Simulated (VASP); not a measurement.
Nb: relaxation of cell and atoms with PBE

The system is Nb.

```
Nb
1.0
     2.94032    0.00000    0.00000
    -1.47016    2.54639    0.00000
     0.00000    0.00000    4.80154
Nb
2
Direct
  0.33333 0.66667 0.25000
  0.66667 0.33333 0.75000
```

This isn't the form of Nb at room conditions, which is bcc.

```json
{
  "Program": "VASP 6.6.1",
  "Task": "relaxation of cell and atoms",
  "Functional": "PBE",
  "Potentials or basis": "VASP PAW PBE potentials, release 64 (Nb_sv)",
  "Cutoff": "600 eV",
  "k mesh": "12 × 12 × 7",
  "Occupations": "fermi-dirac, width 0.1 eV",
  "Spin": "no spin polarisation",
  "Dipole correction": "no",
  "Further INCAR settings": "ALGO = Normal; EDIFF = 1e-06; IBRION = 2; EDIFFG = -0.01; NSW = 80; ISIF = 3"
}
```

The relaxed volume is 18.66 Å³/atom. The relaxed cell is a = 2.868 Å, b = 2.868 Å, c = 5.239 Å, α = 90.00°, β = 90.00°, γ = 120.00°. The space group after relaxing (to 0.1 Å) is P6_3/mmc (No. 194), the energy gained by relaxing is 67.9 meV/atom and the ionic steps are 9. The pressure after relaxing is 0.0 GPa. The band gap on the k mesh is zero (bands 13 and 14 overlap by 2.26 eV).

Stress tensor (GPa, compression positive):
```
 0.07  0.00  0.00
 0.00  0.07  0.00
 0.00  0.00 -0.04
```

Step by step:
```tsv
step	energy change (eV)	largest force (eV/Å)	pressure (GPa)	volume (Å³)
1	0.0000	0.0000	6.39	35.95
2	-0.0100	0.0000	-9.42	39.79
3	-0.0536	0.0000	-2.63	37.92
4	-0.1230	0.0000	-2.72	37.94
5	-0.1310	0.0000	-2.51	37.92
6	-0.1313	0.0000	-2.45	37.91
7	-0.1232	0.0000	4.39	36.38
8	-0.1358	0.0000	-0.02	37.33
9	-0.1358	0.0000	0.03	37.32
```

Final structure:
```yaml
crystal:
  lattice:
    - [2.86791, 0.00000, 0.00000]
    - [-1.43395, 2.48368, 0.00000]
    - [0.00000, 0.00000, 5.23908]
  atoms:
    - { symbol: Nb, position: [0.33333, 0.66667, 0.25000] }
    - { symbol: Nb, position: [0.66667, 0.33333, 0.75000] }
```

Levels at points of the mesh, in eV from the Fermi level:
```
           k point  band 9  band 10  band 11  band 12  band 13  band 14  band 15  band 16  band 17
(0.00, 0.00, 0.00)   -6.21    -3.89    -0.97     0.33     0.33     0.43     0.77     0.77     2.57
(0.50, 0.00, 0.00)   -3.61    -3.29    -3.23    -0.52     0.27     0.38     0.74     4.43     5.46
```

It took 2.7 min on 1 thread of AMD EPYC 9R45 96-Core Processor (Zen 5), with other jobs on the host, peak memory 0.17 GiB.
